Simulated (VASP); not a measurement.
# MgS in VASP: settings compared

Aim: see how the results for MgS move with the level of theory and the settings. Levels: revPBE+D4, r2SCAN0+D3(BJ), r2SCANh+D3(BJ), r2SCAN. Tasks: single point.

Everything below comes from runs of VASP 6.6.1. Logs are shortened: lines on timing, memory, paths and dates and some standing lists are left out, and cuts for length are marked.

### 1 The cell of the first run

The typed cell holds 2 atoms: a = 3.668 Å, b = 3.725 Å, c = 3.754 Å, α = 58.12°, β = 59.57°, γ = 58.54°.

### 2 Single point, revPBE+D4 (the cell strained at random)

The input, INCAR:

```
PREC     = Accurate       # precision mode
ENCUT    = 520            # plane-wave cutoff, eV
EDIFF    = 1E-6           # SCF threshold, eV
ISMEAR   = 1              # smearing method
SIGMA    = 0.1            # smearing width, eV
LREAL    = False          # projectors in reciprocal space
LASPH    = True           # aspherical terms in the spheres
NELM     = 100            # most SCF steps
ALGO     = Normal         # electronic algorithm
ISIF     = 2              # what is computed and relaxed
LWAVE    = False          # write WAVECAR
LCHARG   = True           # write CHGCAR
GGA      = RE             # functional
IVDW     = 13             # dispersion correction
LELF     = True           # ELF
LVHAR    = True         
NBANDS   = 11             # bands
```

The input, KPOINTS:

```
Automatic mesh
0
Gamma
  7 7 7
```

The input, POSCAR:

```
MgS
1.0
    0.0624080000      2.5777320000      2.6084760000
    2.6578720000      0.0612240000      2.6096590000
    2.6937180000      2.6147610000      0.0253780000
S Mg
1 1
Direct
    0.5000000000      0.5000000000      0.5000000000
    0.0000000000      0.0000000000      0.0000000000
```

Potentials or basis: VASP PAW PBE potentials, release 64 (S, Mg).

Command:

```sh
$ cat potpaw_PBE.64/S/POTCAR potpaw_PBE.64/Mg/POTCAR > POTCAR
$ mpirun -np 1 vasp_std > vasp.out
```

OUTCAR:

```text
PREC = Accurate
   ENCUT = 520
   EDIFF = 1E-6
   ISMEAR = 1
   LREAL = False
   LASPH = True
   NELM = 100
   ISIF = 2
   GGA = RE
   IVDW = 13

 ion  position               nearest neighbor table
   1  0.500  0.500  0.500-   2 2.57   2 2.57   2 2.60   2 2.60   2 2.65   2 2.65
   2  0.000  0.000  0.000-   1 2.57   1 2.57   1 2.60   1 2.60   1 2.65   1 2.65

  LATTYP: Found a triclinic cell.
 ALAT       =     6.4492592541
 B/A-ratio  =     0.5687162066
 C/A-ratio  =     0.5633558340
 COS(alpha) =     0.0117412934
 COS(beta)  =     0.2837593761
 COS(gamma) =     0.8701768053

  Lattice vectors:

 A1 = (   2.7202800000,   2.6389560000,   5.2181350000)
 A2 = (   0.0624080000,   2.5777320000,   2.6084760000)
 A3 = (  -0.0358460000,  -2.5535370000,   2.5842810000)

Analysis of symmetry for initial positions (statically):
=====================================================================
 Subroutine PRICEL returns:
 Original cell was already a primitive cell.

 Routine SETGRP: Setting up the symmetry group for a
 triclinic supercell.

 Subroutine GETGRP returns: Found  2 space group operations
 (whereof  2 operations were pure point group operations)
 out of a pool of  2 trial point group operations.

The static configuration has the point symmetry S_2 .

Analysis of symmetry for dynamics (positions and initial velocities):
=====================================================================
 Subroutine PRICEL returns:
 Original cell was already a primitive cell.

 Routine SETGRP: Setting up the symmetry group for a
 triclinic supercell.

 Subroutine GETGRP returns: Found  2 space group operations
 (whereof  2 operations were pure point group operations)
 out of a pool of  2 trial point group operations.

The dynamic configuration has the point symmetry S_2 .

 Subroutine INISYM returns: Found  2 space group operations
 (whereof  2 operations are pure point group operations),
 and found     1 'primitive' translations

----------------------------------------------------------------------------------------

                                     Primitive cell

  volume of cell :      35.2190

  direct lattice vectors                    reciprocal lattice vectors
     0.062408000  2.577732000  2.608476000    -0.193704799  0.197684278  0.192645682
     2.657872000  0.061224000  2.609659000     0.191803629 -0.199464031  0.192524192
[... 92 lines left out ...]
   ISYM   =      2    0-nonsym 1-usesym 2-fastsym
   POTIM  = 0.5000    time-step for ionic-motion
   TEBEG  =    0.0;   TEEND  =   0.0 temperature during run
   PSTRESS=    0.0 pullay stress
   NELECT =       8.0000    total number of electrons
   NUPDOWN=      -1.0000    fix difference up-down
   EMIN   =  10.00;   EMAX   =-10.00  energy-range for DOS
   EFERMI =   0.00;   METHOD = LEGACY
   ISMEAR =     1;   SIGMA  =   0.10  broadening in eV -4-tet -1-fermi 0-gaus
   EFERMI_NEDOS =   21; number of points for ismear=-14 and -15
   IALGO  =     38    algorithm
   IMIX   =      4    mixing-type and parameters
     AMIX     =   0.40;   BMIX     =  1.00
     AMIX_MAG =   1.60;   BMIX_MAG =  1.00
  volume/ion in A,a.u.               =      17.61       118.83
  Fermi-wavevector in a.u.,A,eV,Ry     =   0.998879  1.887607 13.575325  0.997758
  Thomas-Fermi vector in A             =   2.131131
   LORBIT       =      0    0 simple, 1 ext, 2 COOP (PROOUT), +10 PAW based schemes
   GGA     = RE    functional components
   LHFCALC =     F    Hartree Fock is set to
   AEXX    =    0.0000 exact exchange contribution
   IVDW    =    13    specifies the selected vdW correction
   LEPSILON=     F    determine dielectric tensor
   LRPA    =     F    only Hartree local field effects (RPA)
 non-spin polarized calculation
 Methfessel and Paxton  Order N= 1 SIGMA  =   0.10
  energy-cutoff  :      520.00
  volume of cell :       35.22
 maximum number of plane-waves:       960
   NGX = 13   NGY = 13   NGZ = 13

 number of electron       8.0000000 magnetization

 Free energy of the ion-electron system (eV)
  ---------------------------------------------------
  ext. energy  EPLUGINS =         0.00000000
  ---------------------------------------------------
  free energy    TOTEN  =        -8.00921506 eV

  energy without entropy =       -8.00925242  energy(sigma->0) =       -8.00922751

 E-fermi :   4.0631     XC(G=0):  -9.5742

 val. band max:        3.9873415868   @ k =   0.0000   0.0000   0.0000
 cond. band min:       6.8410461834   @ k =   0.4286   0.4286   0.0000
 fundamental gap:      2.8537045966
 Fermi energy:         4.0631257183

 k-point     1 :       0.0000    0.0000    0.0000
  band No.  band energies     occupation
      1      -8.8581      2.00000
      2       3.6015      2.00000
      3       3.8096      2.00197
      4       3.9873      1.95692
      5       7.6036      0.00000
      6      11.4107      0.00000
      7      11.8589      0.00000
      8      12.1377      0.00000
      9      13.9908      0.00000
     10      14.3504      0.00000
     11      16.3508      0.00000
[... 309 lines left out ...]
 k-point    24 :      -0.2857    0.4286    0.0000
  band No.  band energies     occupation
      1      -7.2340      2.00000
      2      -0.0814      2.00000
      3       1.0931      2.00000
      4       2.3840      2.00000
      5       7.9389      0.00000
      6      11.2117      0.00000
      7      12.7273      0.00000
      8      13.2027      0.00000
      9      16.1552      0.00000
     10      17.2529      0.00000
     11      19.7891      0.00000

 [... further k-points ...]

------------------------ aborting loop because EDIFF is reached ----------------------------------------

  DFT-D4 for vdW energy calculation

  Edisp (eV):   -1.06313

  FORCE on cell =-STRESS in cart. coord.  units (eV):
  Direction    XX          YY          ZZ          XY          YZ          ZX
  --------------------------------------------------------------------------------------
  -------------------------------------------------------------------------------------
  Total      -0.93088    -0.21465    -0.54418    -0.45491    -0.12555    -0.12418
  in kB     -42.34750    -9.76478   -24.75596   -20.69451    -5.71157    -5.64916
  external pressure =      -25.62 kB  Pullay stress =        0.00 kB

 VOLUME and BASIS-vectors are now :
 -----------------------------------------------------------------------------
  energy-cutoff  :      520.00
  volume of cell :       35.22
      direct lattice vectors                 reciprocal lattice vectors
     0.062408000  2.577732000  2.608476000    -0.193704799  0.197684278  0.192645682
     2.657872000  0.061224000  2.609659000     0.191803629 -0.199464031  0.192524192
     2.693718000  2.614761000  0.025378000     0.186470608  0.192229766 -0.194425434

 POSITION                                       TOTAL-FORCE (eV/Angst)
 -----------------------------------------------------------------------------------
      2.70700      2.62686      2.62176         0.000000      0.000000     -0.000000
      0.00000      0.00000      0.00000        -0.000000     -0.000000      0.000000
 -----------------------------------------------------------------------------------
    total drift:                                0.000000      0.000000      0.000000

  FREE ENERGIE OF THE ION-ELECTRON SYSTEM (eV)
  ---------------------------------------------------
  free  energy   TOTEN  =        -9.0723401954 eV

  energy  without entropy=       -9.0723775562  energy(sigma->0) =       -9.07235265
```

Wall time 34 s (1 thread of AMD EPYC 9R45 (Zen 5), shared host); peak memory 0.17 GiB.

Results:

```yaml
Free_energy: -9.0723 eV
Pressure: -2.6 GPa
Band_gap_on_the_k_mesh: 2.85 eV (least direct gap 3.62 eV)
Dispersion_energy_per_atom: -0.532 eV
```

Stress tensor (GPa, compression positive):
```
-4.23 -2.07 -0.56
-2.07 -0.98 -0.57
-0.56 -0.57 -2.48
```

Caveat: the cell differs from its parent crystal (the cell strained at random); the PAW data sets were made with another functional, which shifts forces and pressure a little.

### 3 Single point, r2SCAN0+D3(BJ)

The input, POSCAR:

```
MgS
1.0
    0.0000000000      2.6016500000      2.6016500000
    2.6016500000      0.0000000000      2.6016500000
    2.6016500000      2.6016500000      0.0000000000
S Mg
1 1
Direct
    0.5000000000      0.5000000000      0.5000000000
    0.0000000000      0.0000000000      0.0000000000
```

The input, INCAR.step1:

```
ALGO = Normal
EDIFF = 1E-5
ENCUT = 520
GGA = PE
ISIF = 2
ISMEAR = 0
LASPH = T
LCHARG = F
LREAL = F
LWAVE = T
NBANDS = 11
NELM = 100
PREC = Accurate
SIGMA = 0.01
```

The input, INCAR.step2:

```
AEXX = 0.25
ALGO = Normal
EDIFF = 1E-6
ENCUT = 520
ISIF = 2
ISMEAR = 0
ISTART = 1
IVDW = 12
LASPH = T
LCHARG = F
LHFCALC = T
LMIXTAU = T
LREAL = F
LWAVE = F
METAGGA = R2SCAN
NBANDS = 11
NELM = 100
PREC = Accurate
PRECFOCK = Normal
SIGMA = 0.01
VDW_A1 = 0.4534
VDW_A2 = 5.8972
VDW_S6 = 1.0
VDW_S8 = 1.1846
```

The input, KPOINTS:

```
k-points
0
Gamma
  5 5 5
```

Potentials or basis: VASP PAW PBE potentials, release 64 (S, Mg).

Command:

```sh
$ cat potpaw_PBE.64/S/POTCAR potpaw_PBE.64/Mg/POTCAR > POTCAR
$ cp INCAR.step1 INCAR
$ mpirun -np 1 vasp_std > vasp.out
$ cp INCAR.step2 INCAR
$ mpirun -np 1 vasp_std > vasp.out
```

It took 3.8 min on 1 thread of AMD EPYC 9R45 (Zen 5), shared host; peak memory 0.14 GiB.

The run converged. Its results:

```
Free energy                : -16.0793 eV
Pressure                   : -3.2 GPa
Band gap on the k mesh     : 5.36 eV (least direct gap 6.08 eV)
Dispersion energy per atom : -0.206 eV
```

Levels at points of the mesh, in eV from the valence-band top:
| k point | band 1 | band 2 | band 3 | band 4 | band 5 | band 6 | band 7 | band 8 |
| --- | --- | --- | --- | --- | --- | --- | --- | --- |
| (0.00, 0.00, 0.00) | -14.31 | 0.00 | 0.00 | 0.00 | 6.08 | 10.23 | 10.23 | 10.23 |

Caveat: the cell stands under tension; the PAW data sets were made with another functional, which shifts forces and pressure a little; an odd mesh through Γ misses points on the zone boundary, where band edges can lie.

### 4 Single point, r2SCANh+D3(BJ) (14.09 Å³/atom)

This run uses another cell than the first one, of 14.09 Å³/atom.

The input, POSCAR:

```
MgS
1.0
    0.0000000000      2.4151579178      2.4151579178
    2.4151579178      0.0000000000      2.4151579178
    2.4151579178      2.4151579178      0.0000000000
S Mg
1 1
Direct
    0.5000000000      0.5000000000      0.5000000000
    0.0000000000      0.0000000000      0.0000000000
```

The input, INCAR.step1:

```
  ALGO = Normal
  EDIFF = 1E-5
  ENCUT = 520
  GGA = PE
  ISIF = 2
  ISMEAR = -1
  LASPH = T
  LCHARG = F
  LREAL = F
  LWAVE = T
  NBANDS = 11
  NELM = 60
  PREC = Accurate
  SIGMA = 0.01
```

The input, INCAR.step2:

```
  AEXX = 0.1
  ALGO = Normal
  EDIFF = 1E-6
  ENCUT = 520
  ISIF = 2
  ISMEAR = -1
  ISTART = 1
  IVDW = 12
  LASPH = T
  LCHARG = F
  LHFCALC = T
  LMIXTAU = T
  LREAL = F
  LWAVE = F
  METAGGA = R2SCAN
  NBANDS = 11
  NELM = 60
  PREC = Accurate
  PRECFOCK = Normal
  SIGMA = 0.01
  VDW_A1 = 0.4709
  VDW_A2 = 5.9157
  VDW_S6 = 1.0
  VDW_S8 = 1.1236
```

The input, KPOINTS:

```
k-points
0
Gamma
  6 6 6
```

Command:

```sh
$ cat potpaw_PBE.64/S/POTCAR potpaw_PBE.64/Mg/POTCAR > POTCAR
$ cp INCAR.step1 INCAR
$ mpirun -np 1 vasp_std > vasp.out
$ cp INCAR.step2 INCAR
$ mpirun -np 1 vasp_std > vasp.out
```

It took 6.2 min on 1 thread of AMD EPYC 9R45 (Zen 5), shared host; peak memory 0.15 GiB.

Results (log left out):

- Free energy: -15.5725 eV
- Pressure: 24.3 GPa
- Band gap on the k mesh: 4.49 eV (least direct gap 6.89 eV)
- Dispersion energy per atom: -0.238 eV

Levels at points of the mesh, in eV from the valence-band top:
```tsv
k point	band 1	band 2	band 3	band 4	band 5	band 6	band 7	band 8	band 9
(0.00, 0.00, 0.00)	-15.21	0.00	0.00	0.00	7.39	8.94	8.94	8.94	11.90
(0.50, 0.00, 0.00)	-13.14	-6.49	-0.97	-0.97	6.11	8.38	8.38	14.23	15.91
(0.50, 0.50, 0.00)	-12.53	-5.83	-2.40	-2.40	4.49	4.66	14.98	16.41	17.90
```

Caveat: the cell stands under pressure; the PAW data sets were made with another functional, which shifts forces and pressure a little.

### 5 Single point, r2SCAN

This run uses another cell than the first one, of 18.67 Å³/atom.

The input, POSCAR:

```
MgS
1.0
    0.0000000000      2.6526756995      2.6526756995
    2.6526756995      0.0000000000      2.6526756995
    2.6526756995      2.6526756995      0.0000000000
S Mg
1 1
Direct
    0.5000000000      0.5000000000      0.5000000000
    0.0000000000      0.0000000000      0.0000000000
```

The input, INCAR.step1:

```
SYSTEM = MgS
PREC = Accurate
ENCUT = 920
ISMEAR = -1
SIGMA = 0.05
LREAL = .False.
LASPH = .True.
NELM = 120
NBANDS = 15
GGA = PE
ALGO = Normal
EDIFF = 1E-5
LWAVE = .True.
LCHARG = .False.
GGA_COMPAT = .False.
```

The input, INCAR.step2:

```
SYSTEM = MgS
PREC = Accurate
ENCUT = 920
EDIFF = 1E-6
ISMEAR = -1
SIGMA = 0.05
LREAL = .False.
LASPH = .True.
NELM = 120
ALGO = Normal
ISIF = 2
LWAVE = .False.
LCHARG = .False.
METAGGA = R2SCAN
LMIXTAU = .True.
NBANDS = 15
ISTART = 1
GGA_COMPAT = .False.
```

The input, KPOINTS:

```
regular mesh
0
Gamma
  9 9 9
  0 0 0
```

Potentials or basis: VASP PAW PBE potentials, release 64 (S, Mg_sv).

Command:

```sh
$ cat potpaw_PBE.64/S/POTCAR potpaw_PBE.64/Mg_sv/POTCAR > POTCAR
$ cp INCAR.step1 INCAR
$ mpirun -np 1 vasp_std > vasp.out
$ cp INCAR.step2 INCAR
$ mpirun -np 1 vasp_std > vasp.out
```

OUTCAR:

```text
SYSTEM = MgS
   PREC = Accurate
   ENCUT = 920
   EDIFF = 1E-6
   ISMEAR = -1
   LREAL = .False.
   LASPH = .True.
   NELM = 120
   ISIF = 2
   METAGGA = R2SCAN
   ISTART = 1

 ion  position               nearest neighbor table
   1  0.500  0.500  0.500-
   2  0.000  0.000  0.000-

  LATTYP: Found a face centered cubic cell.
 ALAT       =     5.3053513990

  Lattice vectors:

 A1 = (   0.0000000000,   2.6526756995,   2.6526756995)
[... 617 lines left out ...]

------------------------ aborting loop because EDIFF is reached ----------------------------------------

  FORCE on cell =-STRESS in cart. coord.  units (eV):
  Direction    XX          YY          ZZ          XY          YZ          ZX
  --------------------------------------------------------------------------------------
  -------------------------------------------------------------------------------------
  Total       -0.9598404     -0.9598404     -0.9598404      0.0000000      0.0000000     -0.0000000
  in kB      -41.1933539    -41.1933539    -41.1933539      0.0000000      0.0000000     -0.0000000
  external PRESSURE =     -41.1933539 kB  Pullay stress =       0.0000000 kB

 VOLUME and BASIS-vectors are now :
 -----------------------------------------------------------------------------
  energy-cutoff  :      920.00
  volume of cell :       37.33
      direct lattice vectors                 reciprocal lattice vectors
     0.000000000  2.652675700  2.652675700    -0.188488928  0.188488928  0.188488928
     2.652675700  0.000000000  2.652675700     0.188488928 -0.188488928  0.188488928
     2.652675700  2.652675700  0.000000000     0.188488928  0.188488928 -0.188488928

 POSITION                                       TOTAL-FORCE (eV/Angst)
 -----------------------------------------------------------------------------------
      2.65268      2.65268      2.65268         0.000000      0.000000      0.000000
      0.00000      0.00000      0.00000         0.000000      0.000000     -0.000000
 -----------------------------------------------------------------------------------
    total drift:                                0.000000     -0.000000     -0.000000

  FREE ENERGIE OF THE ION-ELECTRON SYSTEM (eV)
  ---------------------------------------------------
  free  energy   TOTEN  =       -15.5190201970 eV

  energy  without entropy=      -15.5190201969  energy(sigma->0) =      -15.51902020
```

OSZICAR.step1:

```text
N       E                     dE             d eps       ncg     rms          rms(c)
DAV:   1     0.138703547019E+03    0.13870E+03   -0.12530E+04  1050   0.167E+03
DAV:   2    -0.147089237889E+01   -0.14017E+03   -0.13346E+03  1246   0.357E+02
DAV:   3    -0.873770062154E+01   -0.72668E+01   -0.72077E+01  1479   0.752E+01
DAV:   4    -0.892702335779E+01   -0.18932E+00   -0.18922E+00  1270   0.114E+01
DAV:   5    -0.893210772568E+01   -0.50844E-02   -0.50843E-02  1510   0.160E+00    0.615E+00
DAV:   6    -0.853720491265E+01    0.39490E+00   -0.38203E-01  1323   0.438E+00    0.387E+00
DAV:   7    -0.849136572274E+01    0.45839E-01   -0.15122E-01  1400   0.261E+00    0.204E+00
DAV:   8    -0.849014154060E+01    0.12242E-02   -0.23498E-02  1295   0.115E+00    0.499E-01
DAV:   9    -0.848977537308E+01    0.36617E-03   -0.80027E-04  1253   0.247E-01    0.894E-02
DAV:  10    -0.848986266386E+01   -0.87291E-04   -0.19644E-04  1395   0.115E-01    0.846E-02
DAV:  11    -0.848985414351E+01    0.85204E-05   -0.38469E-05  1309   0.406E-02
   1 F= -.84898541E+01 E0= -.84898541E+01  d E =-.758886E-12
```

It took 2.2 min on 1 thread of Intel Xeon Platinum 8488C (Sapphire Rapids), shared host; peak memory 0.27 GiB.

What came out:

* Free energy: -15.5190 eV
* Pressure: -4.1 GPa
* Band gap on the k mesh: 3.50 eV (least direct gap 4.19 eV)

Caveat: the cell stands under tension; the PAW data sets were made with another functional, which shifts forces and pressure a little; an odd mesh through Γ misses points on the zone boundary, where band edges can lie.

### 6 Overview

```tsv
level	potentials or basis	cell	k mesh	cutoff (eV)	smearing	grid for exact exchange (PRECFOCK)	share of exact exchange	gap on the mesh (eV)	pressure (GPa)
revPBE+D4	VASP PAW PBE potentials, release 64 (S, Mg)	a = 3.668, b = 3.725, c = 3.754 Å, angles 58.1, 59.6, 58.5°, 2 atoms	7 × 7 × 7	520	methfessel-paxton 0.1 eV	-	-	2.85	-2.6
r2SCAN0+D3(BJ)	VASP PAW PBE potentials, release 64 (S, Mg)	a = 3.679 Å, angles 60.0°, 2 atoms	5 × 5 × 5	520	gaussian 0.01 eV	Normal	0.25	5.36	-3.2
r2SCANh+D3(BJ)	VASP PAW PBE potentials, release 64 (S, Mg)	a = 3.416 Å, angles 60.0°, 2 atoms	6 × 6 × 6	520	fermi-dirac 0.01 eV	Normal	0.1	4.49	24.3
r2SCAN	VASP PAW PBE potentials, release 64 (S, Mg_sv)	a = 3.751 Å, angles 60.0°, 2 atoms	9 × 9 × 9	920	fermi-dirac 0.05 eV	-	-	3.50	-4.1
```

Alike in all rows: task single point; no spin polarisation.

Caveats: the PAW data sets were made with another functional, which shifts forces and pressure a little; the cell stands under tension (at least some runs); an odd mesh through Γ misses points on the zone boundary, where band edges can lie (at least some runs); the cell stands under pressure (at least some runs).

Absolute energies hang on the potentials; compare differences alone.
